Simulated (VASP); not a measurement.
# Re (P6/mmm) in VASP: a series of runs

Re is run at these levels: revPBE; tasks: single point.

All numbers are computed with VASP 6.6.1; they aren't measurements. Logs are shortened: lines on timing, memory, paths and dates and some standing lists are left out, and cuts for length are marked.

## Step 1: The cell of the first run

It takes space group P6/mmm (No. 191, hexagonal). The conventional cell has a = 4.332 Å, b = 4.332 Å, c = 2.715 Å, α = 90.00°, β = 90.00°, γ = 120.00°. Within 3.6 Å of Re (site symmetry 6/mmm) lie 14 Re at 2.71 to 2.85 Å. Re (site symmetry -6m2) has 11 Re at 2.50 to 2.85 Å within 3.3 Å.

## Step 2: Single point, revPBE (volume scaled by 0.96)

Input file INCAR:

```
ALGO = Normal
EDIFF = 1E-7
ENCUT = 520
GGA = RE
ISIF = 2
ISMEAR = -1
LASPH = T
LCHARG = F
LREAL = F
LWAVE = F
NBANDS = 18
NELM = 100
PREC = Accurate
SIGMA = 0.1
```

Input file KPOINTS:

```
k-points
0
Gamma
  9 9 13
```

Input file POSCAR:

```
Re
1.0
    4.3320091951      0.0000000000      0.0000000000
   -2.1660045975      3.7516300124      0.0000000000
    0.0000000000      0.0000000000      2.7147834624
Re
3
Direct
    0.0000000000      0.0000000000      1.0000000000
    0.3333333333      0.6666666667      0.5000000000
    0.6666666667      0.3333333333      0.5000000000
```

Potentials or basis: VASP PAW PBE potentials, release 64 (Re).

Command:

```
$ cat potpaw_PBE.64/Re/POTCAR > POTCAR
$ mpirun -np 1 vasp_std > vasp.out
```

OUTCAR:

```text
EDIFF = 1E-7
   ENCUT = 520
   GGA = RE
   ISIF = 2
   ISMEAR = -1
   LASPH = T
   LREAL = F
   NELM = 100
   PREC = Accurate

 ion  position               nearest neighbor table
   1  0.000  0.000  0.000-   2 2.85   3 2.85   2 2.85   3 2.85   2 2.85   2 2.85   3 2.85   3 2.85
                             3 2.85   3 2.85   2 2.85   2 2.85
   2  0.333  0.667  0.500-   3 2.50   3 2.50   3 2.50   1 2.85   1 2.85   1 2.85   1 2.85   1 2.85
                             1 2.85
   3  0.667  0.333  0.500-   2 2.50   2 2.50   2 2.50   1 2.85   1 2.85   1 2.85   1 2.85   1 2.85
                             1 2.85

  LATTYP: Found a hexagonal cell.
 ALAT       =     4.3320091951
 C/A-ratio  =     0.6266799862

  Lattice vectors:

 A1 = (   4.3320091951,   0.0000000000,   0.0000000000)
 A2 = (  -2.1660045975,   3.7516300124,   0.0000000000)
 A3 = (   0.0000000000,   0.0000000000,   2.7147834624)

Analysis of symmetry for initial positions (statically):
=====================================================================
 Subroutine PRICEL returns:
 Original cell was already a primitive cell.

 Routine SETGRP: Setting up the symmetry group for a
 hexagonal supercell.

 Subroutine GETGRP returns: Found 24 space group operations
 (whereof 24 operations were pure point group operations)
 out of a pool of 24 trial point group operations.

The static configuration has the point symmetry D_6h.

Analysis of symmetry for dynamics (positions and initial velocities):
=====================================================================
 Subroutine PRICEL returns:
 Original cell was already a primitive cell.

 Routine SETGRP: Setting up the symmetry group for a
 hexagonal supercell.

 Subroutine GETGRP returns: Found 24 space group operations
 (whereof 24 operations were pure point group operations)
 out of a pool of 24 trial point group operations.

The dynamic configuration has the point symmetry D_6h.

 Subroutine INISYM returns: Found 24 space group operations
 (whereof 24 operations are pure point group operations),
 and found     1 'primitive' translations

----------------------------------------------------------------------------------------

                                     Primitive cell

  volume of cell :      44.1209

  direct lattice vectors                    reciprocal lattice vectors
     4.332009195  0.000000000  0.000000000     0.230839769  0.133275403  0.000000000
    -2.166004598  3.751630012  0.000000000     0.000000000  0.266550805  0.000000000
     0.000000000  0.000000000  2.714783462     0.000000000  0.000000000  0.368353504

  length of vectors
     4.332009195  4.332009195  2.714783462     0.266550805  0.266550805  0.368353504

  position of ions in fractional coordinates (direct lattice)
     0.000000000  0.000000000  0.000000000
     0.333333333  0.666666667  0.500000000
     0.666666667  0.333333333  0.500000000

  ion indices of the primitive-cell ions
   primitive index   ion index
                 1           1
                 2           2
                 3           3

----------------------------------------------------------------------------------------

 KPOINTS: k-points

Automatic generation of k-mesh.
 Grid dimensions read from file:
 generate k-points for:    9    9   13

 Generating k-lattice:

  Cartesian coordinates                     Fractional coordinates (reciprocal lattice)
     0.025648863  0.014808378  0.000000000     0.111111111  0.000000000  0.000000000
     0.000000000  0.029616756  0.000000000     0.000000000  0.111111111  0.000000000
     0.000000000  0.000000000  0.028334885     0.000000000  0.000000000  0.076923077

  Length of vectors
     0.029616756  0.029616756  0.028334885

  Shift w.r.t. Gamma in fractional coordinates (k-lattice)
     0.000000000  0.000000000  0.000000000

 Subroutine IBZKPT returns following result:
 ===========================================

 Found     84 irreducible k-points:

 Following reciprocal coordinates:
            Coordinates               Weight
  0.000000  0.000000  0.000000      1.000000
  0.111111 -0.000000  0.000000      6.000000
  0.222222 -0.000000  0.000000      6.000000
  0.333333  0.000000  0.000000      6.000000
  0.444444 -0.000000  0.000000      6.000000
  0.111111  0.111111  0.000000      6.000000
[... 16 lines left out ...]
  0.333333  0.222222  0.076923     24.000000
  0.333333  0.333333  0.076923      4.000000
 [... further k-points ...]
   k-points           NKPTS =     84   k-points in BZ     NKDIM =     84   number of bands    NBANDS=     18
   number of dos      NEDOS =    301   number of ions     NIONS =      3
   total plane-waves  NPLWV =  20480
   dimension x,y,z NGX =    32 NGY =   32 NGZ =   20
   dimension x,y,z NGXF=    64 NGYF=   64 NGZF=   40
   ions per type =               3
   NGX,Y,Z   is equivalent  to a cutoff of  12.28, 12.28, 12.25 a.u.
   NGXF,Y,Z  is equivalent  to a cutoff of  24.56, 24.56, 24.49 a.u.
 SYSTEM =  unknown system
   PREC   = accura    normal or accurate (medium, high low for compatibility)
   ISTART =      0    job   : 0-new  1-cont  2-samecut
   ICHARG =      2    charge: 1-file 2-atom 10-const
   ISPIN  =      1    spin polarized calculation?
   LNONCOLLINEAR =      F non collinear calculations
   LSORBIT =      F    spin-orbit coupling
   LASPH  =      T    aspherical Exc in radial PAW
   ENCUT  =  520.0 eV  38.22 Ry    6.18 a.u.   8.05  8.05  5.05*2*pi/ulx,y,z
   NELM   =    100;   NELMIN=  2; NELMDL= -5     # of ELM steps
   EDIFF  = 0.1E-06   stopping-criterion for ELM
   LREAL  =      F    real-space projection
   EDIFFG = 0.1E-05   stopping-criterion for IOM
   NSW    =      0    number of steps for IOM
   IBRION =     -1    ionic relax: 0-MD 1-quasi-New 2-CG
   NFREE  =      0    steps in history (QN), initial steepest desc. (CG)
   ISIF   =      2    stress and relaxation
   ISYM   =      2    0-nonsym 1-usesym 2-fastsym
   POTIM  = 0.5000    time-step for ionic-motion
   TEBEG  =    0.0;   TEEND  =   0.0 temperature during run
   PSTRESS=    0.0 pullay stress
   NELECT =      21.0000    total number of electrons
   NUPDOWN=      -1.0000    fix difference up-down
   EMIN   =  10.00;   EMAX   =-10.00  energy-range for DOS
   EFERMI =   0.00;   METHOD = LEGACY
   ISMEAR =    -1;   SIGMA  =   0.10  broadening in eV -4-tet -1-fermi 0-gaus
   EFERMI_NEDOS =   21; number of points for ismear=-14 and -15
   IALGO  =     38    algorithm
   IMIX   =      4    mixing-type and parameters
     AMIX     =   0.40;   BMIX     =  1.00
     AMIX_MAG =   1.60;   BMIX_MAG =  1.00
  volume/ion in A,a.u.               =      14.71        99.25
  Fermi-wavevector in a.u.,A,eV,Ry     =   1.278203  2.415453 22.229229  1.633802
  Thomas-Fermi vector in A             =   2.410759
   LORBIT       =      0    0 simple, 1 ext, 2 COOP (PROOUT), +10 PAW based schemes
   GGA     = RE    functional components
   LHFCALC =     F    Hartree Fock is set to
   AEXX    =    0.0000 exact exchange contribution
   IVDW    =     0    specifies the selected vdW correction
   LEPSILON=     F    determine dielectric tensor
   LRPA    =     F    only Hartree local field effects (RPA)
 non-spin polarized calculation
  energy-cutoff  :      520.00
  volume of cell :       44.12
 maximum number of plane-waves:      1209
   NGX = 17   NGY = 17   NGZ = 11

 number of electron      21.0000000 magnetization

 Free energy of the ion-electron system (eV)
  ---------------------------------------------------
  ext. energy  EPLUGINS =         0.00000000
  ---------------------------------------------------
  free energy    TOTEN  =       -35.28142774 eV

  energy without entropy =      -35.21165006  energy(sigma->0) =      -35.24653890

 E-fermi :   8.0171     XC(G=0): -13.6937

 val. band max:        8.0118364953   @ k =   0.3333   0.1111   0.3846
 cond. band min:       8.0266837909   @ k =   0.1111  -0.0000   0.2308
 fundamental gap:      0.0148472956
 Fermi energy:         8.0171350131

 k-point     1 :       0.0000    0.0000    0.0000
  band No.  band energies     occupation
      1      -1.8973      2.00000
      2       2.0372      2.00000
      3       4.8272      2.00000
      4       5.1251      2.00000
      5       5.1251      2.00000
      6       5.1361      2.00000
[... 10 lines left out ...]
     17      16.5444      0.00000
     18      18.1218      0.00000

 k-point     2 :       0.1111   -0.0000    0.0000
  band No.  band energies     occupation
      1      -1.6890      2.00000
      2       2.1070      2.00000
      3       4.0070      2.00000
      4       4.6018      2.00000
      5       4.6312      2.00000
      6       5.6457      2.00000
[... 10 lines left out ...]
     17      16.5836      0.00000
     18      17.4302      0.00000

 k-point     3 :       0.2222   -0.0000    0.0000
  band No.  band energies     occupation
      1      -1.0941      2.00000
      2       2.1784      2.00000
      3       3.0920      2.00000
      4       4.0092      2.00000
      5       4.3143      2.00000
      6       5.6210      2.00000
[... 10 lines left out ...]
     17      15.0361      0.00000
     18      15.6005      0.00000

 k-point     4 :       0.3333    0.0000    0.0000
  band No.  band energies     occupation
      1      -0.2040      2.00000
      2       1.7706      2.00000
      3       2.6938      2.00000
      4       3.6570      2.00000
      5       4.2516      2.00000
      6       5.2470      2.00000
[... 375 lines left out ...]
      4       3.7645      2.00000
      5       4.7429      2.00000
      6       5.5689      2.00000
[... 10 lines left out ...]
     17      12.5847      0.00000
     18      13.3971      0.00000

 k-point    23 :       0.3333    0.2222    0.0769
  band No.  band energies     occupation
      1       0.9716      2.00000
      2       1.5866      2.00000
      3       1.9274      2.00000
      4       4.2770      2.00000
      5       4.5996      2.00000
      6       5.1833      2.00000
[... 10 lines left out ...]
     17      11.7516      0.00000
     18      12.5311      0.00000

 k-point    24 :       0.3333    0.3333    0.0769
  band No.  band energies     occupation
      1       1.0078      2.00000
      2       1.7441      2.00000
      3       1.7441      2.00000
      4       4.5480      2.00000
      5       4.5480      2.00000
      6       5.1715      2.00000
[... 10 lines left out ...]
     17      11.6350      0.00000
     18      12.2374      0.00000

 [... further k-points ...]

------------------------ aborting loop because EDIFF is reached ----------------------------------------

  FORCE on cell =-STRESS in cart. coord.  units (eV):
  Direction    XX          YY          ZZ          XY          YZ          ZX
  --------------------------------------------------------------------------------------
  -------------------------------------------------------------------------------------
  Total        4.1541244      4.1541244      3.6368946      0.0000000      0.0000000      0.0000000
  in kB      150.8500703    150.8500703    132.0677365      0.0000000      0.0000000      0.0000000
  external PRESSURE =     144.5892924 kB  Pullay stress =       0.0000000 kB

 VOLUME and BASIS-vectors are now :
 -----------------------------------------------------------------------------
  energy-cutoff  :      520.00
  volume of cell :       44.12
      direct lattice vectors                 reciprocal lattice vectors
     4.332009195  0.000000000  0.000000000     0.230839769  0.133275403  0.000000000
    -2.166004598  3.751630012  0.000000000     0.000000000  0.266550805  0.000000000
     0.000000000  0.000000000  2.714783462     0.000000000  0.000000000  0.368353504

 POSITION                                       TOTAL-FORCE (eV/Angst)
 -----------------------------------------------------------------------------------
      0.00000      0.00000      0.00000        -0.000000      0.000000      0.000000
     -0.00000      2.50109      1.35739        -0.000000     -0.000000     -0.000000
      2.16600      1.25054      1.35739         0.000000      0.000000      0.000000
 -----------------------------------------------------------------------------------
    total drift:                               -0.000000      0.000000      0.000000

  FREE ENERGIE OF THE ION-ELECTRON SYSTEM (eV)
  ---------------------------------------------------
  free  energy   TOTEN  =       -35.2814277434 eV

  energy  without entropy=      -35.2116500575  energy(sigma->0) =      -35.24653890
```

Run time: 24 s. Hardware: 1 thread of Intel Xeon 6975P-C (Granite Rapids), shared host; peak memory 0.18 GiB.

Results:

```
Free energy : -35.2814 eV
Pressure    : 14.5 GPa
```

Levels at points of the mesh, in eV from the Fermi level:
```csv
k point,band 7,band 8,band 9,band 10,band 11,band 12,band 13,band 14,band 15,band 16
"(0.00, 0.00, 0.00)",-2.88,-1.94,-0.82,-0.82,0.02,0.02,0.08,0.08,4.43,4.43
```

Caveat: the PAW data sets were made with another functional, which shifts forces and pressure a little; spin-orbit coupling is left out, which moves the levels of the heavy elements.

[end of part 1 of 2]
